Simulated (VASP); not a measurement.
Crystal: Li.

```
Li
1.0
     3.02644   -0.00961   -0.01194
    -0.01664    5.30605   -0.02232
    -0.03916   -0.04227    9.92558
Li
8
Direct
  0.44960 0.49072 0.02016
  0.03293 0.99104 0.99344
  0.56029 0.50625 0.50145
  0.97706 0.97661 0.50137
  0.05880 0.32583 0.74552
  0.45515 0.84106 0.75375
  0.48046 0.20235 0.24130
  0.98569 0.66615 0.24300
```

```yaml
Program: VASP 6.6.1
Task: relaxation of cell and atoms
Functional: PBE
Potentials_or_basis: VASP PAW PBE potentials, release 64 (Li_sv)
Cutoff: 600 eV
k_mesh: 8 × 4 × 2
Occupations: gaussian, width 0.2 eV
Spin: no spin polarisation
```

At the start: pressure 0.3 GPa; volume 19.92 Å³/atom.

Problem. How do energy, volume and symmetry change on relaxing?

Solution. Over 13 steps the energy falls by 21.7 meV/atom and the volume is 20.26 Å³/atom (+1.7 %); space group P1 (No. 1, to 0.05 Å).

Step by step:
```
step  energy change (eV)  largest force (eV/Å)  pressure (GPa)  volume (Å³)
   1              0.0000                0.4676            0.32       159.38
   2             -0.0348                0.3990            0.20       160.31
   3             -0.1054                0.2265           -0.13       163.12
   4             -0.1194                0.1498           -0.56       168.83
   5             -0.1320                0.0951           -0.42       166.61
   6             -0.1434                0.0894           -0.25       163.95
   7             -0.1526                0.0911            0.31       157.39
   8             -0.1531                0.0859            0.22       158.54
   9             -0.1616                0.0646            0.17       158.94
  10             -0.1699                0.0593            0.06       160.10
  11             -0.1706                0.0529            0.08       159.84
  12             -0.1729                0.0362           -0.02       161.03
  13             -0.1736                0.0235           -0.10       162.07
```

Final structure:
```cif
data_structure
_symmetry_space_group_name_H-M 'P 1'
_symmetry_Int_Tables_number 1
_cell_length_a 3.1086
_cell_length_b 5.2317
_cell_length_c 9.9682
_cell_angle_alpha 91.287
_cell_angle_beta 89.846
_cell_angle_gamma 89.596
_cell_volume 162.07
loop_
_atom_site_label
_atom_site_type_symbol
_atom_site_fract_x
_atom_site_fract_y
_atom_site_fract_z
_atom_site_occupancy
Li1 Li 0.49636 0.49802 0.99962 1
Li2 Li 0.98709 0.99759 0.00009 1
Li3 Li 0.51936 0.49721 0.49986 1
Li4 Li 0.00488 0.99716 0.50076 1
Li5 Li 0.01451 0.32719 0.74992 1
Li6 Li 0.50473 0.82675 0.74947 1
Li7 Li 0.48333 0.17802 0.25037 1
Li8 Li 0.98976 0.67806 0.24992 1
```

Caveat: the cutoff is under 1.25 times the usual one of these potentials, so pressure, stress and relaxed cells hold a basis-set (Pulay) error.
